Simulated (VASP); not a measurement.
# ZrB2 (I4/mmm) in VASP: notebook

The runs below take ZrB2 through single point, relaxation of cell and atoms, with PBE.

Everything below comes from runs of VASP 6.6.1. Logs are shortened: lines on timing, memory, paths and dates and some standing lists are left out, and cuts for length are marked.

### 1 The cell of the first run

It takes space group I4/mmm (No. 139, tetragonal). Conventional cell: a = 2.914 Å, b = 2.914 Å, c = 7.148 Å, α = 90.00°, β = 90.00°, γ = 90.00°. Within 3.1 Å of Zr (site symmetry 4/mmm) lie 10 B at 2.37 to 2.39 Å and 4 Zr at 2.91 Å. Within 3.1 Å of B (site symmetry 4mm) lie 9 B at 2.36 to 2.91 Å and 5 Zr at 2.37 to 2.39 Å.

### 2 Single point, PBE

Input file INCAR:

```
SYSTEM = ZrB2
PREC = Accurate
ENCUT = 520
EDIFF = 1E-6
ISMEAR = 0
SIGMA = 0.1
LREAL = .FALSE.
LASPH = .TRUE.
NELM = 80
ALGO = Normal
ISIF = 2
LWAVE = .FALSE.
LCHARG = .TRUE.
GGA = PE
LELF = .TRUE.
LVHAR = .TRUE.
NBANDS = 16
```

Input file KPOINTS:

```
Automatic mesh
0
G
  8 8 8
  0 0 0
```

Input file POSCAR:

```
ZrB2
1.0
   -1.4569196309      1.4569196309      3.5740059695
    1.4569196309     -1.4569196309      3.5740059695
    1.4569196309      1.4569196309     -3.5740059695
Zr B
1 2
Direct
    0.0000000000      0.0000000000      0.0000000000
    0.6650000000      0.6650000000      0.0000000000
    0.3350000000      0.3350000000      0.0000000000
```

Potentials or basis: VASP PAW PBE potentials, release 64 (Zr_sv, B).

The run is started by

```bash
$ cat potpaw_PBE.64/Zr_sv/POTCAR potpaw_PBE.64/B/POTCAR > POTCAR
$ mpirun -np 1 vasp_std > vasp.out
```

OUTCAR:

```text
SYSTEM = ZrB2
   PREC = Accurate
   ENCUT = 520
   EDIFF = 1E-6
   ISMEAR = 0
   LREAL = .FALSE.
   LASPH = .TRUE.
   NELM = 80
   ISIF = 2
   GGA = PE

 ion  position               nearest neighbor table
   1  0.000  0.000  0.000-   3 2.37   2 2.37   2 2.37   2 2.37   2 2.37   3 2.37   3 2.37   3 2.37
                             2 2.39   3 2.39
   2  0.665  0.665  0.000-   1 2.37   1 2.37   1 2.37   1 2.37   1 2.39
   3  0.335  0.335  0.000-   1 2.37   1 2.37   1 2.37   1 2.37   1 2.39

  LATTYP: Found a body centered tetragonal cell.
 ALAT       =     2.9138392618
 C/A-ratio  =     2.4531250000

  Lattice vectors:

 A1 = (  -1.4569196309,   1.4569196309,   3.5740059695)
 A2 = (   1.4569196309,  -1.4569196309,   3.5740059695)
 A3 = (   1.4569196309,   1.4569196309,  -3.5740059695)

Analysis of symmetry for initial positions (statically):
=====================================================================
 Subroutine PRICEL returns:
 Original cell was already a primitive cell.

 Routine SETGRP: Setting up the symmetry group for a
 body centered tetragonal supercell.

 Subroutine GETGRP returns: Found 16 space group operations
 (whereof 16 operations were pure point group operations)
 out of a pool of 16 trial point group operations.

The static configuration has the point symmetry D_4h.

Analysis of symmetry for dynamics (positions and initial velocities):
=====================================================================
 Subroutine PRICEL returns:
 Original cell was already a primitive cell.

 Routine SETGRP: Setting up the symmetry group for a
 body centered tetragonal supercell.

 Subroutine GETGRP returns: Found 16 space group operations
 (whereof 16 operations were pure point group operations)
 out of a pool of 16 trial point group operations.

The dynamic configuration has the point symmetry D_4h.

 Subroutine INISYM returns: Found 16 space group operations
 (whereof 16 operations are pure point group operations),
 and found     1 'primitive' translations

----------------------------------------------------------------------------------------

                                     Primitive cell

  volume of cell :      30.3450

  direct lattice vectors                    reciprocal lattice vectors
    -1.456919631  1.456919631  3.574005969     0.000000000  0.343189830  0.139899039
     1.456919631 -1.456919631  3.574005969     0.343189830  0.000000000  0.139899039
     1.456919631  1.456919631 -3.574005969     0.343189830  0.343189830  0.000000000

  length of vectors
     4.125378563  4.125378563  4.125378563     0.370608959  0.370608959  0.485343712

  position of ions in fractional coordinates (direct lattice)
     0.000000000  0.000000000  0.000000000
     0.665000000  0.665000000  0.000000000
     0.335000000  0.335000000  0.000000000

  ion indices of the primitive-cell ions
   primitive index   ion index
                 1           1
                 2           2
                 3           3

----------------------------------------------------------------------------------------

 KPOINTS: Automatic mesh

Automatic generation of k-mesh.
 Grid dimensions read from file:
 generate k-points for:    8    8    8

 Generating k-lattice:

  Cartesian coordinates                     Fractional coordinates (reciprocal lattice)
     0.000000000  0.042898729  0.017487380     0.125000000  0.000000000  0.000000000
     0.042898729  0.000000000  0.017487380     0.000000000  0.125000000  0.000000000
     0.042898729  0.042898729  0.000000000     0.000000000  0.000000000  0.125000000

  Length of vectors
     0.046326120  0.046326120  0.060667964

  Shift w.r.t. Gamma in fractional coordinates (k-lattice)
     0.000000000  0.000000000  0.000000000

 Subroutine IBZKPT returns following result:
 ===========================================

 Found     59 irreducible k-points:

 Following reciprocal coordinates:
            Coordinates               Weight
  0.000000  0.000000  0.000000      1.000000
  0.125000  0.000000  0.000000      8.000000
  0.250000  0.000000  0.000000      8.000000
  0.375000  0.000000  0.000000      8.000000
  0.500000  0.000000  0.000000      4.000000
  0.125000  0.125000  0.000000      8.000000
[... 16 lines left out ...]
  0.250000  0.125000  0.125000     16.000000
  0.375000  0.125000  0.125000      8.000000
 [... further k-points ...]
   k-points           NKPTS =     59   k-points in BZ     NKDIM =     59   number of bands    NBANDS=     16
   number of dos      NEDOS =    301   number of ions     NIONS =      3
   total plane-waves  NPLWV =  32768
   dimension x,y,z NGX =    32 NGY =   32 NGZ =   32
   dimension x,y,z NGXF=    64 NGYF=   64 NGZF=   64
   ions per type =               1   2
   NGX,Y,Z   is equivalent  to a cutoff of  12.90, 12.90, 12.90 a.u.
   NGXF,Y,Z  is equivalent  to a cutoff of  25.79, 25.79, 25.79 a.u.
 SYSTEM =  ZrB2
   PREC   = accura    normal or accurate (medium, high low for compatibility)
   ISTART =      0    job   : 0-new  1-cont  2-samecut
   ICHARG =      2    charge: 1-file 2-atom 10-const
   ISPIN  =      1    spin polarized calculation?
   LNONCOLLINEAR =      F non collinear calculations
   LSORBIT =      F    spin-orbit coupling
   LASPH  =      T    aspherical Exc in radial PAW
   ENCUT  =  520.0 eV  38.22 Ry    6.18 a.u.   7.67  7.67  7.67*2*pi/ulx,y,z
   NELM   =     80;   NELMIN=  2; NELMDL= -5     # of ELM steps
   EDIFF  = 0.1E-05   stopping-criterion for ELM
   LREAL  =      F    real-space projection
   EDIFFG = 0.1E-04   stopping-criterion for IOM
   NSW    =      0    number of steps for IOM
   IBRION =     -1    ionic relax: 0-MD 1-quasi-New 2-CG
   NFREE  =      0    steps in history (QN), initial steepest desc. (CG)
   ISIF   =      2    stress and relaxation
   ISYM   =      2    0-nonsym 1-usesym 2-fastsym
   POTIM  = 0.5000    time-step for ionic-motion
   TEBEG  =    0.0;   TEEND  =   0.0 temperature during run
   PSTRESS=    0.0 pullay stress
   NELECT =      18.0000    total number of electrons
   NUPDOWN=      -1.0000    fix difference up-down
   EMIN   =  10.00;   EMAX   =-10.00  energy-range for DOS
   EFERMI =   0.00;   METHOD = LEGACY
   ISMEAR =     0;   SIGMA  =   0.10  broadening in eV -4-tet -1-fermi 0-gaus
   EFERMI_NEDOS =   21; number of points for ismear=-14 and -15
   IALGO  =     38    algorithm
   IMIX   =      4    mixing-type and parameters
     AMIX     =   0.40;   BMIX     =  1.00
     AMIX_MAG =   1.60;   BMIX_MAG =  1.00
  volume/ion in A,a.u.               =      10.11        68.26
  Fermi-wavevector in a.u.,A,eV,Ry     =   1.375530  2.599375 25.743363  1.892084
  Thomas-Fermi vector in A             =   2.500858
   LORBIT       =      0    0 simple, 1 ext, 2 COOP (PROOUT), +10 PAW based schemes
   GGA     = PE    functional components
   LHFCALC =     F    Hartree Fock is set to
   AEXX    =    0.0000 exact exchange contribution
   IVDW    =     0    specifies the selected vdW correction
   LEPSILON=     F    determine dielectric tensor
   LRPA    =     F    only Hartree local field effects (RPA)
 non-spin polarized calculation
 Gauss-broadening in eV      SIGMA  =   0.10
  energy-cutoff  :      520.00
  volume of cell :       30.34
 maximum number of plane-waves:       849
   NGX = 15   NGY = 15   NGZ = 15

 number of electron      18.0000000 magnetization

 Free energy of the ion-electron system (eV)
  ---------------------------------------------------
  ext. energy  EPLUGINS =         0.00000000
  ---------------------------------------------------
  free energy    TOTEN  =       -18.28486828 eV

  energy without entropy =      -18.27496270  energy(sigma->0) =      -18.27991549

 E-fermi :  10.0631     XC(G=0): -12.5594

 val. band max:       10.0561641561   @ k =  -0.2500   0.5000   0.2500
 cond. band min:      10.0759837121   @ k =  -0.2500   0.5000   0.2500
 fundamental gap:      0.0198195560
 Fermi energy:        10.0630944627

 k-point     1 :       0.0000    0.0000    0.0000
  band No.  band energies     occupation
      1     -37.3172      2.00000
      2     -15.5992      2.00000
      3     -14.9297      2.00000
      4     -14.9297      2.00000
      5      -1.4127      2.00000
      6       4.5695      2.00000
[... 8 lines left out ...]
     15      18.5595      0.00000
     16      19.5289      0.00000

 k-point     2 :       0.1250    0.0000    0.0000
  band No.  band energies     occupation
      1     -37.2930      2.00000
      2     -15.5875      2.00000
      3     -15.1647      2.00000
      4     -14.9080      2.00000
      5      -1.0347      2.00000
      6       4.7962      2.00000
[... 8 lines left out ...]
     15      19.6622      0.00000
     16      19.7019      0.00000

 k-point     3 :       0.2500    0.0000    0.0000
  band No.  band energies     occupation
      1     -37.2340      2.00000
      2     -15.7042      2.00000
      3     -15.5516      2.00000
      4     -14.8551      2.00000
      5      -0.0373      2.00000
      6       4.9457      2.00000
[... 8 lines left out ...]
     15      19.6604      0.00000
     16      19.7886      0.00000

 k-point     4 :       0.3750    0.0000    0.0000
  band No.  band energies     occupation
      1     -37.1741      2.00000
      2     -16.1944      2.00000
      3     -15.5230      2.00000
      4     -14.8014      2.00000
      5       1.2494      2.00000
      6       4.1160      2.00000
[... 8 lines left out ...]
     15      19.3684      0.00000
     16      20.1178      0.00000
[... 324 lines left out ...]
 k-point    22 :       0.1250    0.1250    0.1250
  band No.  band energies     occupation
      1     -37.1546      2.00000
      2     -15.6407      2.00000
      3     -15.5285      2.00000
      4     -15.4657      2.00000
      5       0.8978      2.00000
      6       4.9835      2.00000
[... 8 lines left out ...]
     15      19.3012      0.00000
     16      19.9153      0.00000

 k-point    23 :       0.2500    0.1250    0.1250
  band No.  band energies     occupation
      1     -37.0967      2.00000
      2     -16.0584      2.00000
      3     -15.4991      2.00000
      4     -15.4244      2.00000
      5       1.9280      2.00000
      6       3.9890      2.00000
[... 8 lines left out ...]
     15      19.6073      0.00000
     16      20.0793      0.00000

 k-point    24 :       0.3750    0.1250    0.1250
  band No.  band energies     occupation
      1     -37.0724      2.00000
      2     -16.2428      2.00000
      3     -15.4645      2.00000
      4     -15.4088      2.00000
      5       2.8553      2.00000
      6       3.0343      2.00000
[... 8 lines left out ...]
     15      20.1397      0.00000
     16      20.3424      0.00000

 [... further k-points ...]

------------------------ aborting loop because EDIFF is reached ----------------------------------------

  FORCE on cell =-STRESS in cart. coord.  units (eV):
  Direction    XX          YY          ZZ          XY          YZ          ZX
  --------------------------------------------------------------------------------------
  -------------------------------------------------------------------------------------
  Total        8.7489573      8.7489573      3.9700754      0.0000000      0.0000000      0.0000000
  in kB      461.9345243    461.9345243    209.6152539      0.0000000      0.0000000      0.0000000
  external PRESSURE =     377.8281008 kB  Pullay stress =       0.0000000 kB

 VOLUME and BASIS-vectors are now :
 -----------------------------------------------------------------------------
  energy-cutoff  :      520.00
  volume of cell :       30.34
      direct lattice vectors                 reciprocal lattice vectors
    -1.456919631  1.456919631  3.574005969     0.000000000  0.343189830  0.139899039
     1.456919631 -1.456919631  3.574005969     0.343189830  0.000000000  0.139899039
     1.456919631  1.456919631 -3.574005969     0.343189830  0.343189830  0.000000000

 POSITION                                       TOTAL-FORCE (eV/Angst)
 -----------------------------------------------------------------------------------
      0.00000      0.00000      0.00000        -0.000000     -0.000000     -0.000000
      0.00000      0.00000      4.75343        -0.000000     -0.000000      1.701964
      0.00000      0.00000      2.39458         0.000000      0.000000     -1.701964
 -----------------------------------------------------------------------------------
    total drift:                                0.000000     -0.000000      0.000000

  FREE ENERGIE OF THE ION-ELECTRON SYSTEM (eV)
  ---------------------------------------------------
  free  energy   TOTEN  =       -18.2848682818 eV

  energy  without entropy=      -18.2749627050  energy(sigma->0) =      -18.27991549
```

It took 56 s on 1 thread of Intel Xeon 8259CL, shared host; peak memory 0.19 GiB.

What came out:

* Free energy: -18.2849 eV
* Pressure: 37.8 GPa
* Largest force: 1.702 eV/Å
* Band gap on the k mesh: zero (bands 9 and 10 overlap by 2.92 eV)

Forces in eV/Å, atoms in the order of the input:
```
Zr   0.000  0.000  0.000
B    0.000  0.000  1.702
B    0.000  0.000 -1.702
```

Levels at points of the mesh, in eV from the Fermi level:
| k point | band 5 | band 6 | band 7 | band 8 | band 9 | band 10 | band 11 | band 12 | band 13 | band 14 |
| --- | --- | --- | --- | --- | --- | --- | --- | --- | --- | --- |
| (0.00, 0.00, 0.00) | -11.48 | -5.49 | -1.21 | -0.98 | -0.98 | -0.78 | 5.22 | 5.22 | 5.65 | 6.23 |
| (0.50, 0.00, 0.00) | -7.99 | -6.51 | -2.99 | -2.32 | -0.69 | -0.38 | 3.96 | 4.13 | 5.14 | 7.43 |
| (0.50, 0.50, 0.00) | -8.21 | -5.80 | -3.33 | -2.59 | -2.30 | -1.21 | 2.62 | 4.69 | 8.51 | 8.52 |
| (0.50, 0.50, 0.50) | -8.61 | -8.37 | -1.65 | 1.04 | 1.04 | 1.40 | 2.75 | 2.75 | 4.59 | 5.80 |

Caveat: the stress differs along the axes, from 21 to 46 GPa; forces of over 1 eV/Å act on the atoms, so gaps and moduli don't describe the material at rest.

### 3 Single point, PBE

This run uses another cell than the first one, of 12.61 Å³/atom.

Input file INCAR:

```
PREC     = Accurate       # precision mode
ENCUT    = 520            # plane-wave cutoff, eV
EDIFF    = 1E-6           # SCF threshold, eV
ISMEAR   = 0              # smearing method
SIGMA    = 0.1            # smearing width, eV
LREAL    = F              # projectors in reciprocal space
LASPH    = T              # aspherical terms in the spheres
NELM     = 80             # most SCF steps
ALGO     = Normal         # electronic algorithm
ISIF     = 2              # what is computed and relaxed
LWAVE    = F              # write WAVECAR
LCHARG   = T              # write CHGCAR
GGA      = PE             # functional
LELF     = T              # ELF
LVHAR    = T            
NBANDS   = 16             # bands
```

Input file KPOINTS:

```
regular mesh
0
Gamma
  8 8 8
```

Input file POSCAR:

```
ZrB2
1.0
   -1.7292197595      1.7292197595      3.1637098709
    1.7292197595     -1.7292197595      3.1637098709
    1.7292197595      1.7292197595     -3.1637098709
Zr B
1 2
Direct
    0.0000000000      0.0000000000      0.0000000000
    0.6229712790      0.6229712790      0.0000000000
    0.3770287210      0.3770287210      0.0000000000
```

Potentials or basis: VASP PAW PBE potentials, release 64 (Zr_sv, B).

The run is started by

```bash
$ cat potpaw_PBE.64/Zr_sv/POTCAR potpaw_PBE.64/B/POTCAR > POTCAR
$ mpirun -np 1 vasp_std > vasp.out
```

OUTCAR:

```text
PREC = Accurate
   ENCUT = 520
   EDIFF = 1E-6
   ISMEAR = 0
   LREAL = F
   LASPH = T
   NELM = 80
   ISIF = 2
   GGA = PE

 ion  position               nearest neighbor table
   1  0.000  0.000  0.000-   2 2.39   3 2.39   2 2.57   2 2.57   3 2.57   3 2.57   2 2.57   2 2.57
                             3 2.57   3 2.57
   2  0.623  0.623  0.000-   3 1.56   1 2.39   1 2.57   1 2.57   1 2.57   1 2.57
   3  0.377  0.377  0.000-   2 1.56   1 2.39   1 2.57   1 2.57   1 2.57   1 2.57

  LATTYP: Found a body centered tetragonal cell.
 ALAT       =     3.4584395190
[... 651 lines left out ...]

  FORCE on cell =-STRESS in cart. coord.  units (eV):
  Direction    XX          YY          ZZ          XY          YZ          ZX
  --------------------------------------------------------------------------------------
  -------------------------------------------------------------------------------------
  Total        0.0622403      0.0622403      0.0499957      0.0000000     -0.0000000      0.0000000
  in kB        2.6352692      2.6352692      2.1168331      0.0000000     -0.0000000      0.0000000
  external PRESSURE =       2.4624572 kB  Pullay stress =       0.0000000 kB

 VOLUME and BASIS-vectors are now :
 -----------------------------------------------------------------------------
  energy-cutoff  :      520.00
  volume of cell :       37.84
      direct lattice vectors                 reciprocal lattice vectors
    -1.729219760  1.729219760  3.163709871     0.000000000  0.289147748  0.158042305
     1.729219760 -1.729219760  3.163709871     0.289147748  0.000000000  0.158042305
     1.729219760  1.729219760 -3.163709871     0.289147748  0.289147748  0.000000000

 POSITION                                       TOTAL-FORCE (eV/Angst)
 -----------------------------------------------------------------------------------
      0.00000      0.00000      0.00000        -0.000000     -0.000000     -0.000000
      0.00000      0.00000      3.94180         0.000000      0.000000      0.021400
      0.00000      0.00000      2.38562        -0.000000     -0.000000     -0.021400
 -----------------------------------------------------------------------------------
    total drift:                                0.000000      0.000000      0.000000

  FREE ENERGIE OF THE ION-ELECTRON SYSTEM (eV)
  ---------------------------------------------------
  free  energy   TOTEN  =       -21.6940421921 eV

  energy  without entropy=      -21.6901187092  energy(sigma->0) =      -21.69208045
```

OSZICAR:

```text
N       E                     dE             d eps       ncg     rms          rms(c)
DAV:   1     0.103470334859E+03    0.10347E+03   -0.93497E+03  1888   0.109E+03
DAV:   2    -0.210351340941E+02   -0.12451E+03   -0.11910E+03  2560   0.279E+02
DAV:   3    -0.252540588584E+02   -0.42189E+01   -0.41943E+01  3072   0.434E+01
DAV:   4    -0.253125583703E+02   -0.58500E-01   -0.58482E-01  2304   0.438E+00
DAV:   5    -0.253135845073E+02   -0.10261E-02   -0.10261E-02  2760   0.456E-01    0.173E+01
DAV:   6    -0.217158340849E+02    0.35978E+01   -0.81730E+00  2240   0.180E+01    0.607E+00
DAV:   7    -0.216918374495E+02    0.23997E-01   -0.74725E-01  2608   0.481E+00    0.279E+00
DAV:   8    -0.217029519643E+02   -0.11115E-01   -0.13114E-01  2176   0.273E+00    0.708E-01
DAV:   9    -0.216943527813E+02    0.85992E-02   -0.44556E-02  2192   0.136E+00    0.196E-01
DAV:  10    -0.216940297326E+02    0.32305E-03   -0.20805E-03  2120   0.324E-01    0.667E-02
DAV:  11    -0.216940447315E+02   -0.14999E-04   -0.86531E-05  2456   0.820E-02    0.344E-02
DAV:  12    -0.216940421702E+02    0.25613E-05   -0.19201E-05  2480   0.313E-02    0.408E-03
DAV:  13    -0.216940421921E+02   -0.21868E-07   -0.76198E-07  1232   0.640E-03
   1 F= -.21694042E+02 E0= -.21692080E+02  d E =-.392348E-02
```

stdout:

```text
POSCAR found type information on POSCAR ZrB
 POSCAR found :  2 types and       3 ions
 scaLAPACK will be used
 LDA part: xc-table for (Slater+PW92), standard interpolation
 POSCAR, INCAR and KPOINTS ok, starting setup
 FFT: planning ... GRIDC
 FFT: planning ... GRID_SOFT
 FFT: planning ... GRID
 WAVECAR not read
 entering main loop
```

Wall time 79 s (1 thread of Intel Xeon 8259CL, shared host); peak memory 0.19 GiB.

Results:

* Free energy: -21.6940 eV
* Pressure: 0.2 GPa
* Largest force: 0.021 eV/Å
* Band gap on the k mesh: zero (bands 9 and 10 overlap by 1.48 eV)

Forces on the atoms (eV/Å):
```
Zr   0.000  0.000  0.000
B    0.000  0.000  0.021
B    0.000  0.000 -0.021
```

[end of part 1 of 2]

The gap in the log of VASP goes by the Fermi energy; the results here count the filled bands.